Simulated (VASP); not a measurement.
# TiC (F-43m) in VASP: notebook

Runs on TiC. Level: PBE. Tasks: single point.

All numbers are computed with VASP 6.6.1; they aren't measurements. Logs are shortened: lines on timing, memory, paths and dates and some standing lists are left out, and cuts for length are marked.

## (1) The cell of the first run

It takes space group F-43m (No. 216, cubic). The conventional cell has a = 4.747 Å, b = 4.747 Å, c = 4.747 Å, α = 90.00°, β = 90.00°, γ = 90.00°. Within 2.7 Å of Ti (site symmetry -43m) lie 4 C at 2.06 Å. C (site symmetry -43m) has 4 Ti at 2.06 Å within 2.7 Å.

## (2) Single point, PBE

Input file INCAR:

```
SYSTEM = TiC
PREC     = Accurate       ! precision mode
ENCUT    = 520            ! plane-wave cutoff, eV
EDIFF    = 1E-6           ! SCF threshold, eV
ISMEAR   = 0              ! smearing method
SIGMA    = 0.05           ! smearing width, eV
LREAL    = .False.        ! projectors in reciprocal space
LASPH    = .True.         ! aspherical terms in the spheres
NELM     = 80             ! most SCF steps
ALGO     = Normal         ! electronic algorithm
ISIF     = 2              ! what is computed and relaxed
LWAVE    = .False.        ! write WAVECAR
LCHARG   = .False.        ! write CHGCAR
GGA      = PE             ! functional
NBANDS   = 15             ! bands
```

Input file KPOINTS:

```
Automatic mesh
0
Gamma
  6 6 6
  0 0 0
```

Input file POSCAR:

```
TiC
1.0
    0.0000000000      2.3732560165      2.3732560165
    2.3732560165      0.0000000000      2.3732560165
    2.3732560165      2.3732560165      0.0000000000
Ti C
1 1
Direct
    0.0000000000      0.0000000000      0.0000000000
    0.2500000000      0.2500000000      0.2500000000
```

Potentials or basis: VASP PAW PBE potentials, release 64 (Ti_sv, C).

Launch:

```sh
$ cat potpaw_PBE.64/Ti_sv/POTCAR potpaw_PBE.64/C/POTCAR > POTCAR
$ mpirun -np 1 vasp_std > vasp.out
```

OUTCAR:

```text
SYSTEM = TiC
   PREC = Accurate
   ENCUT = 520
   EDIFF = 1E-6
   ISMEAR = 0
   LREAL = .False.
   LASPH = .True.
   NELM = 80
   ISIF = 2
   GGA = PE

 ion  position               nearest neighbor table
   1  0.000  0.000  0.000-   2 2.06   2 2.06   2 2.06   2 2.06
   2  0.250  0.250  0.250-   1 2.06   1 2.06   1 2.06   1 2.06

  LATTYP: Found a face centered cubic cell.
 ALAT       =     4.7465120330

  Lattice vectors:

 A1 = (   0.0000000000,   2.3732560165,   2.3732560165)
 A2 = (   2.3732560165,   0.0000000000,   2.3732560165)
 A3 = (   2.3732560165,   2.3732560165,   0.0000000000)

Analysis of symmetry for initial positions (statically):
=====================================================================
 Subroutine PRICEL returns:
 Original cell was already a primitive cell.

 Routine SETGRP: Setting up the symmetry group for a
 face centered cubic supercell.

 Subroutine GETGRP returns: Found 24 space group operations
 (whereof 24 operations were pure point group operations)
 out of a pool of 48 trial point group operations.

The static configuration has the point symmetry T_d .

Analysis of symmetry for dynamics (positions and initial velocities):
=====================================================================
 Subroutine PRICEL returns:
 Original cell was already a primitive cell.

 Routine SETGRP: Setting up the symmetry group for a
 face centered cubic supercell.

 Subroutine GETGRP returns: Found 24 space group operations
 (whereof 24 operations were pure point group operations)
 out of a pool of 48 trial point group operations.

The dynamic configuration has the point symmetry T_d .

 Subroutine INISYM returns: Found 24 space group operations
 (whereof 24 operations are pure point group operations),
 and found     1 'primitive' translations

----------------------------------------------------------------------------------------

                                     Primitive cell

  volume of cell :      26.7340

  direct lattice vectors                    reciprocal lattice vectors
     0.000000000  2.373256017  2.373256017    -0.210681021  0.210681021  0.210681021
     2.373256017  0.000000000  2.373256017     0.210681021 -0.210681021  0.210681021
     2.373256017  2.373256017  0.000000000     0.210681021  0.210681021 -0.210681021

  length of vectors
     3.356290846  3.356290846  3.356290846     0.364910232  0.364910232  0.364910232

  position of ions in fractional coordinates (direct lattice)
     0.000000000  0.000000000  0.000000000
     0.250000000  0.250000000  0.250000000

  ion indices of the primitive-cell ions
   primitive index   ion index
                 1           1
                 2           2

----------------------------------------------------------------------------------------

 KPOINTS: Automatic mesh

Automatic generation of k-mesh.
 Grid dimensions read from file:
 generate k-points for:    6    6    6

 Generating k-lattice:

  Cartesian coordinates                     Fractional coordinates (reciprocal lattice)
    -0.035113503  0.035113503  0.035113503     0.166666667  0.000000000  0.000000000
     0.035113503 -0.035113503  0.035113503     0.000000000  0.166666667  0.000000000
     0.035113503  0.035113503 -0.035113503     0.000000000  0.000000000  0.166666667

  Length of vectors
     0.060818372  0.060818372  0.060818372

  Shift w.r.t. Gamma in fractional coordinates (k-lattice)
     0.000000000  0.000000000  0.000000000

 Subroutine IBZKPT returns following result:
 ===========================================

 Found     16 irreducible k-points:

 Following reciprocal coordinates:
            Coordinates               Weight
  0.000000  0.000000  0.000000      1.000000
  0.166667  0.000000  0.000000      8.000000
  0.333333  0.000000  0.000000      8.000000
  0.500000  0.000000  0.000000      4.000000
  0.166667  0.166667  0.000000      6.000000
  0.333333  0.166667  0.000000     24.000000
[... 8 lines left out ...]
 -0.333333  0.333333  0.166667     24.000000
 -0.333333  0.500000  0.166667     12.000000
   k-points           NKPTS =     16   k-points in BZ     NKDIM =     16   number of bands    NBANDS=     15
   number of dos      NEDOS =    301   number of ions     NIONS =      2
   total plane-waves  NPLWV =  21952
   dimension x,y,z NGX =    28 NGY =   28 NGZ =   28
   dimension x,y,z NGXF=    56 NGYF=   56 NGZF=   56
   ions per type =               1   1
   NGX,Y,Z   is equivalent  to a cutoff of  13.87, 13.87, 13.87 a.u.
   NGXF,Y,Z  is equivalent  to a cutoff of  27.74, 27.74, 27.74 a.u.
 SYSTEM =  TiC
   PREC   = accura    normal or accurate (medium, high low for compatibility)
   ISTART =      0    job   : 0-new  1-cont  2-samecut
   ICHARG =      2    charge: 1-file 2-atom 10-const
   ISPIN  =      1    spin polarized calculation?
   LNONCOLLINEAR =      F non collinear calculations
   LSORBIT =      F    spin-orbit coupling
   LASPH  =      T    aspherical Exc in radial PAW
   ENCUT  =  520.0 eV  38.22 Ry    6.18 a.u.   6.24  6.24  6.24*2*pi/ulx,y,z
   NELM   =     80;   NELMIN=  2; NELMDL= -5     # of ELM steps
   EDIFF  = 0.1E-05   stopping-criterion for ELM
   LREAL  =      F    real-space projection
   EDIFFG = 0.1E-04   stopping-criterion for IOM
   NSW    =      0    number of steps for IOM
   IBRION =     -1    ionic relax: 0-MD 1-quasi-New 2-CG
   NFREE  =      0    steps in history (QN), initial steepest desc. (CG)
   ISIF   =      2    stress and relaxation
   ISYM   =      2    0-nonsym 1-usesym 2-fastsym
   POTIM  = 0.5000    time-step for ionic-motion
   TEBEG  =    0.0;   TEEND  =   0.0 temperature during run
   PSTRESS=    0.0 pullay stress
   NELECT =      16.0000    total number of electrons
   NUPDOWN=      -1.0000    fix difference up-down
   EMIN   =  10.00;   EMAX   =-10.00  energy-range for DOS
   EFERMI =   0.00;   METHOD = LEGACY
   ISMEAR =     0;   SIGMA  =   0.05  broadening in eV -4-tet -1-fermi 0-gaus
   EFERMI_NEDOS =   21; number of points for ismear=-14 and -15
   IALGO  =     38    algorithm
   IMIX   =      4    mixing-type and parameters
     AMIX     =   0.40;   BMIX     =  1.00
     AMIX_MAG =   1.60;   BMIX_MAG =  1.00
  volume/ion in A,a.u.               =      13.37        90.20
  Fermi-wavevector in a.u.,A,eV,Ry     =   1.379622  2.607108 25.896757  1.903358
  Thomas-Fermi vector in A             =   2.504575
   LORBIT       =      0    0 simple, 1 ext, 2 COOP (PROOUT), +10 PAW based schemes
   GGA     = PE    functional components
   LHFCALC =     F    Hartree Fock is set to
   AEXX    =    0.0000 exact exchange contribution
   IVDW    =     0    specifies the selected vdW correction
   LEPSILON=     F    determine dielectric tensor
   LRPA    =     F    only Hartree local field effects (RPA)
 non-spin polarized calculation
 Gauss-broadening in eV      SIGMA  =   0.05
  energy-cutoff  :      520.00
  volume of cell :       26.73
 maximum number of plane-waves:       745
 NGX is ok and might be reduce to    28
   NGX = 13   NGY = 13   NGZ = 13

 number of electron      16.0000003 magnetization

 Free energy of the ion-electron system (eV)
  ---------------------------------------------------
  ext. energy  EPLUGINS =         0.00000000
  ---------------------------------------------------
  free energy    TOTEN  =       -17.35964225 eV

  energy without entropy =      -17.35964225  energy(sigma->0) =      -17.35964225

 E-fermi :   5.9052     XC(G=0): -11.0080

 val. band max:        5.6915722328   @ k =  -0.3333   0.5000   0.1667
 cond. band min:       6.2144262433   @ k =  -0.3333   0.5000   0.1667
 fundamental gap:      0.5228540105
 Fermi energy:         5.9051850443

 k-point     1 :       0.0000    0.0000    0.0000
  band No.  band energies     occupation
      1     -50.5046      2.00000
      2     -26.6640      2.00000
      3     -26.6640      2.00000
      4     -26.6640      2.00000
      5      -4.5406      2.00000
      6       3.8111      2.00000
      7       3.8111      2.00000
      8       3.8111      2.00000
      9       8.0224      0.00000
     10       8.0224      0.00000
     11      11.4792      0.00000
     12      13.4880      0.00000
     13      13.4880      0.00000
     14      13.4880      0.00000
     15      20.8475      0.00000

 k-point     2 :       0.1667    0.0000    0.0000
  band No.  band energies     occupation
      1     -50.4988      2.00000
      2     -26.7173      2.00000
      3     -26.6717      2.00000
      4     -26.6717      2.00000
      5      -4.1583      2.00000
      6       3.4016      2.00000
      7       3.9837      2.00000
      8       3.9837      2.00000
      9       7.9187      0.00000
     10       7.9187      0.00000
     11      11.9254      0.00000
     12      13.1240      0.00000
     13      13.2512      0.00000
     14      13.2512      0.00000
     15      18.6409      0.00000

 k-point     3 :       0.3333    0.0000    0.0000
  band No.  band energies     occupation
      1     -50.4873      2.00000
      2     -26.8223      2.00000
      3     -26.6871      2.00000
      4     -26.6871      2.00000
      5      -3.3338      2.00000
      6       2.9118      2.00000
      7       4.2488      2.00000
      8       4.2488      2.00000
      9       8.0695      0.00000
     10       8.0695      0.00000
     11      10.0969      0.00000
     12      12.4017      0.00000
     13      12.4017      0.00000
     14      14.6929      0.00000
     15      16.8964      0.00000

 k-point     4 :       0.5000    0.0000    0.0000
  band No.  band energies     occupation
      1     -50.4816      2.00000
      2     -26.8740      2.00000
      3     -26.6948      2.00000
      4     -26.6948      2.00000
      5      -2.8923      2.00000
      6       2.8517      2.00000
      7       4.3238      2.00000
      8       4.3238      2.00000
      9       8.4373      0.00000
     10       8.4373      0.00000
     11       8.9278      0.00000
     12      11.7027      0.00000
     13      11.7027      0.00000
     14      14.8035      0.00000
     15      17.4270      0.00000
[... 163 lines left out ...]
 k-point    14 :       0.5000    0.3333    0.1667
  band No.  band energies     occupation
      1     -50.4797      2.00000
      2     -26.8239      2.00000
      3     -26.7490      2.00000
      4     -26.7124      2.00000
      5      -2.7871      2.00000
      6       2.8553      2.00000
      7       4.2499      2.00000
      8       4.9340      2.00000
      9       7.2407      0.00000
     10       8.4585      0.00000
     11       9.4214      0.00000
     12      10.6078      0.00000
     13      11.9081      0.00000
     14      16.0883      0.00000
     15      17.5898      0.00000

 k-point    15 :      -0.3333    0.3333    0.1667
  band No.  band energies     occupation
      1     -50.4759      2.00000
      2     -26.8327      2.00000
      3     -26.7728      2.00000
      4     -26.7242      2.00000
      5      -2.5072      2.00000
      6       3.1521      2.00000
      7       4.1433      2.00000
      8       5.1908      2.00000
      9       6.9225      0.00000
     10       8.2303      0.00000
     11       9.0405      0.00000
     12      10.4357      0.00000
     13      11.3067      0.00000
     14      16.5964      0.00000
     15      17.9236      0.00000

 k-point    16 :      -0.3333    0.5000    0.1667
  band No.  band energies     occupation
      1     -50.4740      2.00000
      2     -26.8386      2.00000
      3     -26.7697      2.00000
      4     -26.7428      2.00000
      5      -2.3744      2.00000
      6       2.7405      2.00000
      7       4.9210      2.00000
      8       5.6916      2.00000
      9       6.2144      0.00000
     10       8.1653      0.00000
     11       9.1317      0.00000
     12       9.8876      0.00000
     13      10.9652      0.00000
     14      16.5321      0.00000
     15      18.5644      0.00000

------------------------ aborting loop because EDIFF is reached ----------------------------------------

  FORCE on cell =-STRESS in cart. coord.  units (eV):
  Direction    XX          YY          ZZ          XY          YZ          ZX
  --------------------------------------------------------------------------------------
  -------------------------------------------------------------------------------------
  Total       -0.2981661     -0.2981661     -0.2981661      0.0000000     -0.0000000      0.0000000
  in kB      -17.8691992    -17.8691992    -17.8691992      0.0000000     -0.0000000      0.0000000
  external PRESSURE =     -17.8691992 kB  Pullay stress =       0.0000000 kB

 VOLUME and BASIS-vectors are now :
 -----------------------------------------------------------------------------
  energy-cutoff  :      520.00
  volume of cell :       26.73
      direct lattice vectors                 reciprocal lattice vectors
     0.000000000  2.373256017  2.373256017    -0.210681021  0.210681021  0.210681021
     2.373256017  0.000000000  2.373256017     0.210681021 -0.210681021  0.210681021
     2.373256017  2.373256017  0.000000000     0.210681021  0.210681021 -0.210681021

 POSITION                                       TOTAL-FORCE (eV/Angst)
 -----------------------------------------------------------------------------------
      0.00000      0.00000      0.00000        -0.000000     -0.000000     -0.000000
      1.18663      1.18663      1.18663         0.000000      0.000000      0.000000
 -----------------------------------------------------------------------------------
    total drift:                                0.000001      0.000001      0.000001

  FREE ENERGIE OF THE ION-ELECTRON SYSTEM (eV)
  ---------------------------------------------------
  free  energy   TOTEN  =       -17.3596422525 eV

  energy  without entropy=      -17.3596422525  energy(sigma->0) =      -17.35964225
```

Run time: 10 s. Hardware: 1 thread of AMD EPYC 7R13 (Zen 3), shared host; peak memory 0.12 GiB.

Results:

```yaml
Free_energy: -17.3596 eV
Pressure: -1.8 GPa
Band_gap_on_the_k_mesh: 0.52 eV, direct
```

Levels at points of the mesh, in eV from the valence-band top:
```
           k point  band 4  band 5  band 6  band 7  band 8  band 9  band 10  band 11  band 12  band 13
(0.00, 0.00, 0.00)  -32.36  -10.23   -1.88   -1.88   -1.88    2.33     2.33     5.79     7.80     7.80
(0.50, 0.00, 0.00)  -32.39   -8.58   -2.84   -1.37   -1.37    2.75     2.75     3.24     6.01     6.01
(0.50, 0.50, 0.00)  -32.43   -8.06   -3.50   -0.04   -0.04    0.68     3.11     3.93     3.93     4.07
```

A k mesh can miss the band edges. Expect the measured gap to be larger: semilocal functionals such as PBE lack the derivative discontinuity.

## (3) Single point, PBE

This run uses another cell than the first one, of 13.16 Å³/atom, 0.984 times its volume.

Input file INCAR:

```
ALGO = Normal ; EDIFF = 1E-6
ENCUT = 600 ; GGA = PE
GGA_COMPAT = F ; ISIF = 2
ISMEAR = 0 ; LASPH = T
LCHARG = T ; LELF = T
LREAL = F ; LVHAR = T
LWAVE = F ; NBANDS = 15
NELM = 120 ; PREC = Accurate
SIGMA = 0.05
```

Input file KPOINTS:

```
k-points
0
Gamma
  6 6 6
```

Input file POSCAR:

```
TiC
1.0
    0.0000000000      2.3606860614      2.3606860614
    2.3606860614      0.0000000000      2.3606860614
    2.3606860614      2.3606860614      0.0000000000
Ti C
1 1
Direct
    0.0000000000      0.0000000000      0.0000000000
    0.2500000000      0.2500000000      0.2500000000
```

Potentials or basis: VASP PAW PBE potentials, release 64 (Ti_sv, C).

Launch:

```sh
$ cat potpaw_PBE.64/Ti_sv/POTCAR potpaw_PBE.64/C/POTCAR > POTCAR
$ mpirun -np 1 vasp_std > vasp.out
```

Run time: 5.3 s. Hardware: 1 thread of AMD EPYC 9R45 (Zen 5), shared host; peak memory 0.13 GiB.

It converged, with:

```
Free energy            : -17.3610 eV
Pressure               : 0.7 GPa
Band gap on the k mesh : 0.51 eV, direct
```

Levels at points of the mesh, in eV from the valence-band top:
| k point | band 6 | band 7 | band 8 | band 9 | band 10 | band 11 |
| --- | --- | --- | --- | --- | --- | --- |
| (0.00, 0.00, 0.00) | -1.93 | -1.93 | -1.93 | 2.36 | 2.36 | 5.87 |
| (0.50, 0.00, 0.00) | -2.88 | -1.41 | -1.41 | 2.79 | 2.79 | 3.29 |
| (0.50, 0.50, 0.00) | -3.57 | -0.04 | -0.04 | 0.66 | 3.16 | 3.98 |

A k mesh can miss the band edges.

## (4) Single point, PBE

This run uses another cell than the first one, of 13.21 Å³/atom, 0.988 times its volume.

Input file INCAR:

```
PREC = Accurate ; ENCUT = 600
EDIFF = 1E-6 ; ISMEAR = 0
SIGMA = 0.05 ; LREAL = F
LASPH = T ; NELM = 120
ALGO = Normal ; ISIF = 2
LWAVE = F ; LCHARG = F
GGA = PE ; NBANDS = 15
GGA_COMPAT = F
```

Input file KPOINTS:

```
Automatic mesh
0
Gamma
  6 6 6
```

Input file POSCAR:

```
TiC
1.0
    0.0000000000      2.3639192886      2.3639192886
    2.3639192886      0.0000000000      2.3639192886
    2.3639192886      2.3639192886      0.0000000000
Ti C
1 1
Direct
    0.0000000000      0.0000000000      0.0000000000
    0.2500000000      0.2500000000      0.2500000000
```

Launch:

```sh
$ cat potpaw_PBE.64/Ti_sv/POTCAR potpaw_PBE.64/C/POTCAR > POTCAR
$ mpirun -np 1 vasp_std > vasp.out
```

Wall time 4.9 s (1 thread of AMD EPYC 9R45 (Zen 5), shared host); peak memory 0.13 GiB.

It converged, with:

| Item | Value |
| --- | --- |
| Free energy | -17.3613 eV |
| Pressure | 0.0 GPa |
| Band gap on the k mesh | 0.51 eV, direct |

Levels at points of the mesh, in eV from the valence-band top:
```tsv
k point	band 4	band 5	band 6	band 7	band 8	band 9	band 10	band 11	band 12	band 13
(0.00, 0.00, 0.00)	-32.33	-10.28	-1.92	-1.92	-1.92	2.35	2.35	5.85	7.88	7.88
(0.50, 0.00, 0.00)	-32.36	-8.61	-2.87	-1.40	-1.40	2.78	2.78	3.28	6.08	6.08
(0.50, 0.50, 0.00)	-32.41	-8.07	-3.55	-0.04	-0.04	0.67	3.14	3.97	3.97	4.12
```

## (5) Single point, PBE (volume scaled by 1.054 of the coarse rest volume)

Input file INCAR:

```
PREC     = Accurate       # precision mode
ENCUT    = 600            # plane-wave cutoff, eV
EDIFF    = 1E-6           # SCF threshold, eV
ISMEAR   = 0              # smearing method
SIGMA    = 0.02           # smearing width, eV
LREAL    = F              # projectors in reciprocal space
LASPH    = T              # aspherical terms in the spheres
NELM     = 120            # most SCF steps
ALGO     = Normal         # electronic algorithm
ISIF     = 2              # what is computed and relaxed
LWAVE    = F              # write WAVECAR
LCHARG   = F              # write CHGCAR
GGA      = PE             # functional
NBANDS   = 15             # bands
GGA_COMPAT= F
```

Input file KPOINTS:

```
regular mesh
0
Gamma
  12 12 12
```

Input file POSCAR:

```
TiC
1.0
    0.0000000000      2.4057000000      2.4057000000
    2.4057000000      0.0000000000      2.4057000000
    2.4057000000      2.4057000000      0.0000000000
Ti C
1 1
Direct
    0.0000000000      0.0000000000      0.0000000000
    0.2500000000      0.2500000000      0.2500000000
```

Launch:

```sh
$ cat potpaw_PBE.64/Ti_sv/POTCAR potpaw_PBE.64/C/POTCAR > POTCAR
$ mpirun -np 1 vasp_std > vasp.out
```

Run time: 18 s. Hardware: 1 thread of AMD EPYC 9R45 (Zen 5), shared host; peak memory 0.15 GiB.

Results (log left out):

| Property | Result |
| --- | --- |
| Free energy | -17.3255 eV |
| Pressure | -7.7 GPa |
| Band gap on the k mesh | 0.51 eV, direct |

Levels at points of the mesh, in eV from the valence-band top:
```tsv
k point	band 5	band 6	band 7	band 8	band 9	band 10	band 11	band 12
(0.00, 0.00, 0.00)	-10.08	-1.77	-1.77	-1.77	2.24	2.24	5.56	7.49
(0.50, 0.00, 0.00)	-8.51	-2.75	-1.29	-1.29	2.63	2.63	3.08	5.77
(0.50, 0.50, 0.00)	-8.01	-3.33	-0.05	-0.05	0.69	2.97	3.77	3.77
```

Caveat: the cell differs from its parent crystal (volume scaled by 1.054 of the coarse rest volume).

## (6) The runs side by side

```tsv
cell	k mesh	cutoff (eV)	smearing	gap on the mesh (eV)	pressure (GPa)
a = 3.356 Å, angles 60.0°, 2 atoms	6 × 6 × 6	520	gaussian 0.05 eV	0.52	-1.8
a = 3.339 Å, angles 60.0°, 2 atoms	6 × 6 × 6	600	gaussian 0.05 eV	0.51	0.7
a = 3.343 Å, angles 60.0°, 2 atoms	6 × 6 × 6	600	gaussian 0.05 eV	0.51	0.0
a = 3.402 Å, angles 60.0°, 2 atoms	12 × 12 × 12	600	gaussian 0.02 eV	0.51	-7.7
```

Alike in all rows: task single point; level PBE; potentials or basis VASP PAW PBE potentials, release 64 (Ti_sv, C); no spin polarisation.

Absolute energies hang on the potentials; compare differences alone.
